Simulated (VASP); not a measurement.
# Ga2O3 (R-3c) in VASP: a series of runs, part 2 of 2

VASP 6.6.1. Earlier steps stand in the parts before.

### 3 Single point, PBE (uniaxial z strain -2.0%)

The input, INCAR:

```
SYSTEM = Ga2O3
PREC = Accurate
ENCUT = 520
EDIFF = 1E-6
ISMEAR = -1
SIGMA = 0.02
LREAL = .FALSE.
LASPH = .TRUE.
NELM = 60
ALGO = Normal
ISIF = 2
LWAVE = .FALSE.
LCHARG = .FALSE.
GGA = PE
NBANDS = 55
```

The input, KPOINTS:

```
regular mesh
0
G
  6 6 6
  0 0 0
```

The input, POSCAR:

```
Ga2O3
1.0
    2.4922597440      1.4389068341      4.3910311394
   -2.4922597440      1.4389068341      4.3910311394
    0.0000000000     -2.8778136682      4.3910311394
Ga O
4 6
Direct
    0.8562031121      0.8562031121      0.8562031121
    0.3562031121      0.3562031121      0.3562031121
    0.1437968879      0.1437968879      0.1437968879
    0.6437968879      0.6437968879      0.6437968879
    0.4466706188      0.0533293812      0.7500000000
    0.0533293812      0.7500000000      0.4466706188
    0.5533293812      0.9466706188      0.2500000000
    0.2500000000      0.5533293812      0.9466706188
    0.9466706188      0.2500000000      0.5533293812
    0.7500000000      0.4466706188      0.0533293812
```

Potentials or basis: VASP PAW PBE potentials, release 64 (Ga_d, O).

The run is started by

```bash
> cat potpaw_PBE.64/Ga_d/POTCAR potpaw_PBE.64/O/POTCAR > POTCAR
> mpirun -np 1 vasp_std > vasp.out
```

It took 2.1 min on 1 thread of Intel Xeon 6975P-C (Granite Rapids), shared host; peak memory 0.3 GiB.

Results (log left out):

```yaml
Free_energy: -59.0824 eV
Pressure: 15.2 GPa
Largest_force: 0.095 eV/Å
Band_gap_on_the_k_mesh: 3.02 eV (least direct gap 3.27 eV)
```

Forces on the atoms (eV/Å):
```
Ga   0.000  0.000  0.095
Ga   0.000  0.000  0.095
Ga   0.000  0.000 -0.095
Ga   0.000  0.000 -0.095
O    0.013  0.000  0.000
O   -0.006 -0.011  0.000
O   -0.013  0.000  0.000
O    0.006 -0.011  0.000
O    0.006  0.011  0.000
O   -0.006  0.011  0.000
```

Stress tensor (GPa, compression positive):
```
14.18  0.00  0.00
 0.00 14.18  0.00
 0.00  0.00 17.22
```

Levels at points of the mesh, in eV from the valence-band top:
```
           k point  band 42  band 43  band 44  band 45  band 46  band 47
(0.00, 0.00, 0.00)    -0.30    -0.30    -0.25     3.02     6.88     6.93
(0.50, 0.00, 0.00)    -0.99    -0.14    -0.14     6.66     6.66     6.89
(0.50, 0.50, 0.00)    -0.67    -0.23    -0.14     6.80     6.96     7.69
(0.50, 0.50, 0.50)    -0.36    -0.36    -0.36     6.05     6.05     8.11
```

Caveat: the cell differs from its parent crystal (uniaxial z strain -2.0%); the cell stands under pressure. A k mesh can miss the band edges.

### 4 Single point, PBE (uniaxial z strain -1.0%)

The input, INCAR:

```
PREC = Accurate
ENCUT = 520
EDIFF = 1E-7
ISMEAR = -1
SIGMA = 0.02
LREAL = F
LASPH = T
NELM = 60
ALGO = Normal
ISIF = 2
LWAVE = F
LCHARG = T
GGA = PE
LELF = T
LVHAR = T
NBANDS = 55
```

The input, KPOINTS:

```
regular mesh
0
Gamma
  6 6 6
```

The input, POSCAR:

```
Ga2O3
1.0
    2.4922597440      1.4389068341      4.4358375795
   -2.4922597440      1.4389068341      4.4358375795
    0.0000000000     -2.8778136682      4.4358375795
Ga O
4 6
Direct
    0.8557868672      0.8557868672      0.8557868672
    0.3557868672      0.3557868672      0.3557868672
    0.1442131328      0.1442131328      0.1442131328
    0.6442131328      0.6442131328      0.6442131328
    0.4465234632      0.0534765368      0.7500000000
    0.0534765368      0.7500000000      0.4465234632
    0.5534765368      0.9465234632      0.2500000000
    0.2500000000      0.5534765368      0.9465234632
    0.9465234632      0.2500000000      0.5534765368
    0.7500000000      0.4465234632      0.0534765368
```

The run is started by

```bash
> cat potpaw_PBE.64/Ga_d/POTCAR potpaw_PBE.64/O/POTCAR > POTCAR
> mpirun -np 1 vasp_std > vasp.out
```

Wall time 1.9 min (1 thread of Intel Xeon 6975P-C (Granite Rapids), shared host); peak memory 0.3 GiB.

It converged, with:

* Free energy: -59.1735 eV
* Pressure: 12.7 GPa
* Largest force: 0.085 eV/Å
* Band gap on the k mesh: 2.94 eV (least direct gap 3.21 eV)

Forces in eV/Å, atoms in the order of the input:
```
Ga   0.000  0.000  0.085
Ga   0.000  0.000  0.085
Ga   0.000  0.000 -0.085
Ga   0.000  0.000 -0.085
O    0.015  0.000  0.000
O   -0.008 -0.013  0.000
O   -0.015  0.000  0.000
O    0.008 -0.013  0.000
O    0.008  0.013  0.000
O   -0.008  0.013  0.000
```

Stress tensor (GPa, compression positive):
```
12.44  0.00  0.00
 0.00 12.44  0.00
 0.00  0.00 13.33
```

Levels at points of the mesh, in eV from the valence-band top:
| k point | band 40 | band 41 | band 42 | band 43 | band 44 | band 45 | band 46 | band 47 | band 48 | band 49 |
| --- | --- | --- | --- | --- | --- | --- | --- | --- | --- | --- |
| (0.00, 0.00, 0.00) | -0.34 | -0.34 | -0.29 | -0.27 | -0.27 | 2.94 | 6.82 | 6.88 | 8.97 | 10.36 |
| (0.50, 0.00, 0.00) | -1.21 | -0.99 | -0.99 | -0.15 | -0.15 | 6.55 | 6.55 | 6.84 | 6.84 | 9.96 |
| (0.50, 0.50, 0.00) | -1.06 | -0.88 | -0.68 | -0.24 | -0.14 | 6.70 | 6.87 | 7.67 | 7.85 | 8.85 |
| (0.50, 0.50, 0.50) | -1.49 | -0.33 | -0.33 | -0.33 | -0.33 | 5.98 | 5.98 | 8.00 | 8.00 | 9.51 |

Caveat: the cell differs from its parent crystal (uniaxial z strain -1.0%); the cell stands under pressure.

### 5 Single point, PBE (uniaxial z strain +1.0%)

The input, INCAR:

```
SYSTEM = Ga2O3
ALGO = Normal
EDIFF = 1E-7
ENCUT = 520
GGA = PE
ISIF = 2
ISMEAR = -1
LASPH = .TRUE.
LCHARG = .FALSE.
LREAL = .FALSE.
LWAVE = .FALSE.
NBANDS = 55
NELM = 80
PREC = Accurate
SIGMA = 0.02
```

The input, KPOINTS:

```
k-points
0
G
  6 6 6
  0 0 0
```

The input, POSCAR:

```
Ga2O3
1.0
    2.4922597440      1.4389068341      4.5254504599
   -2.4922597440      1.4389068341      4.5254504599
    0.0000000000     -2.8778136682      4.5254504599
Ga O
4 6
Direct
    0.8550377730      0.8550377730      0.8550377730
    0.3550377730      0.3550377730      0.3550377730
    0.1449622270      0.1449622270      0.1449622270
    0.6449622270      0.6449622270      0.6449622270
    0.4462220541      0.0537779459      0.7500000000
    0.0537779459      0.7500000000      0.4462220541
    0.5537779459      0.9462220541      0.2500000000
    0.2500000000      0.5537779459      0.9462220541
    0.9462220541      0.2500000000      0.5537779459
    0.7500000000      0.4462220541      0.0537779459
```

The run is started by

```bash
> cat potpaw_PBE.64/Ga_d/POTCAR potpaw_PBE.64/O/POTCAR > POTCAR
> mpirun -np 1 vasp_std > vasp.out
```

Wall time 1.9 min (1 thread of Intel Xeon 6975P-C (Granite Rapids), shared host); peak memory 0.3 GiB.

Results (log left out):

```
Free energy            : -59.2888 eV
Pressure               : 8.2 GPa
Largest force          : 0.065 eV/Å
Band gap on the k mesh : 2.75 eV (least direct gap 2.98 eV)
```

Forces in eV/Å, atoms in the order of the input:
```
Ga   0.000  0.000  0.065
Ga   0.000  0.000  0.065
Ga   0.000  0.000 -0.065
Ga   0.000  0.000 -0.065
O    0.021  0.000  0.000
O   -0.011 -0.018  0.000
O   -0.021  0.000  0.000
O    0.011 -0.018  0.000
O    0.011  0.018  0.000
O   -0.011  0.018  0.000
```

Stress tensor (GPa, compression positive):
```
9.36 0.00 0.00
0.00 9.36 0.00
0.00 0.00 5.96
```

Levels at points of the mesh, in eV from the valence-band top:
```tsv
k point	band 41	band 42	band 43	band 44	band 45	band 46	band 47	band 48
(0.00, 0.00, 0.00)	-0.28	-0.28	-0.23	-0.23	2.75	6.59	6.86	8.95
(0.50, 0.00, 0.00)	-0.98	-0.98	-0.17	-0.17	6.31	6.31	6.70	6.70
(0.50, 0.50, 0.00)	-0.83	-0.72	-0.27	-0.15	6.47	6.67	7.59	7.65
(0.50, 0.50, 0.50)	-0.27	-0.27	-0.27	-0.27	5.81	5.81	7.77	7.77
```

Caveat: the cell differs from its parent crystal (uniaxial z strain +1.0%); the cell stands under pressure.

### 6 Single point, PBE (uniaxial z strain +2.0%)

The input, INCAR:

```
  ALGO = Normal
  EDIFF = 1E-6
  ENCUT = 520
  GGA = PE
  ISIF = 2
  ISMEAR = -1
  LASPH = True
  LCHARG = False
  LREAL = False
  LWAVE = False
  NBANDS = 55
  NELM = 100
  PREC = Accurate
  SIGMA = 0.02
```

The input, KPOINTS:

```
k-points
0
Gamma
  6 6 6
```

The input, POSCAR:

```
Ga2O3
1.0
    2.4922597440      1.4389068341      4.5702569001
   -2.4922597440      1.4389068341      4.5702569001
    0.0000000000     -2.8778136682      4.5702569001
Ga O
4 6
Direct
    0.8547071175      0.8547071175      0.8547071175
    0.3547071175      0.3547071175      0.3547071175
    0.1452928825      0.1452928825      0.1452928825
    0.6452928825      0.6452928825      0.6452928825
    0.4460658864      0.0539341136      0.7500000000
    0.0539341136      0.7500000000      0.4460658864
    0.5539341136      0.9460658864      0.2500000000
    0.2500000000      0.5539341136      0.9460658864
    0.9460658864      0.2500000000      0.5539341136
    0.7500000000      0.4460658864      0.0539341136
```

Potentials or basis: VASP PAW PBE potentials, release 64 (Ga_d, O).

The run is started by

```bash
> cat potpaw_PBE.64/Ga_d/POTCAR potpaw_PBE.64/O/POTCAR > POTCAR
> mpirun -np 1 vasp_std > vasp.out
```

It took 2.1 min on 1 thread of Intel Xeon 6975P-C (Granite Rapids), shared host; peak memory 0.29 GiB.

The run converged. Its results:

| Property | Result |
| --- | --- |
| Free energy | -59.3142 eV |
| Pressure | 6.2 GPa |
| Largest force | 0.054 eV/Å |
| Band gap on the k mesh | 2.64 eV (least direct gap 2.86 eV) |

Forces in eV/Å, atoms in the order of the input:
```
Ga   0.000  0.000  0.054
Ga   0.000  0.000  0.054
Ga   0.000  0.000 -0.054
Ga   0.000  0.000 -0.054
O    0.025  0.000  0.000
O   -0.012 -0.021  0.000
O   -0.025  0.000  0.000
O    0.012 -0.021  0.000
O    0.012  0.021  0.000
O   -0.012  0.021  0.000
```

Stress tensor (GPa, compression positive):
```
8.05 0.00 0.00
0.00 8.05 0.00
0.00 0.00 2.51
```

Levels at points of the mesh, in eV from the valence-band top:
| k point | band 40 | band 41 | band 42 | band 43 | band 44 | band 45 | band 46 | band 47 | band 48 | band 49 |
| --- | --- | --- | --- | --- | --- | --- | --- | --- | --- | --- |
| (0.00, 0.00, 0.00) | -0.43 | -0.25 | -0.25 | -0.22 | -0.22 | 2.64 | 6.47 | 6.84 | 8.92 | 9.79 |
| (0.50, 0.00, 0.00) | -1.18 | -0.98 | -0.98 | -0.18 | -0.18 | 6.18 | 6.18 | 6.62 | 6.62 | 9.89 |
| (0.50, 0.50, 0.00) | -0.97 | -0.81 | -0.74 | -0.29 | -0.16 | 6.34 | 6.56 | 7.54 | 7.54 | 8.60 |
| (0.50, 0.50, 0.50) | -1.49 | -0.25 | -0.25 | -0.25 | -0.25 | 5.72 | 5.72 | 7.66 | 7.66 | 9.55 |

Caveat: the cell differs from its parent crystal (uniaxial z strain +2.0%); the cell stands under pressure. A k mesh can miss the band edges.

### 7 Overview

| cell | gap on the mesh (eV) | pressure (GPa) | largest force (eV/Å) |
| --- | --- | --- | --- |
| a = 5.213 Å, angles 57.1°, 10 atoms, atomic positions A | 3.10 | 17.7 | 0.11 |
| a = 5.250 Å, angles 56.7°, 10 atoms, atomic positions A | 3.02 | 15.2 | 0.10 |
| a = 5.288 Å, angles 56.2°, 10 atoms, atomic positions B | 2.94 | 12.7 | 0.09 |
| a = 5.363 Å, angles 55.4°, 10 atoms, atomic positions C | 2.75 | 8.2 | 0.06 |
| a = 5.401 Å, angles 55.0°, 10 atoms, atomic positions C | 2.64 | 6.2 | 0.05 |

Alike in all rows: task single point; level PBE; potentials or basis VASP PAW PBE potentials, release 64 (Ga_d, O); no spin polarisation; k mesh 6 × 6 × 6; cutoff (eV) 520; smearing fermi-dirac 0.02 eV.

Caveats: the cell stands under pressure.

Absolute energies hang on the potentials; compare differences alone.
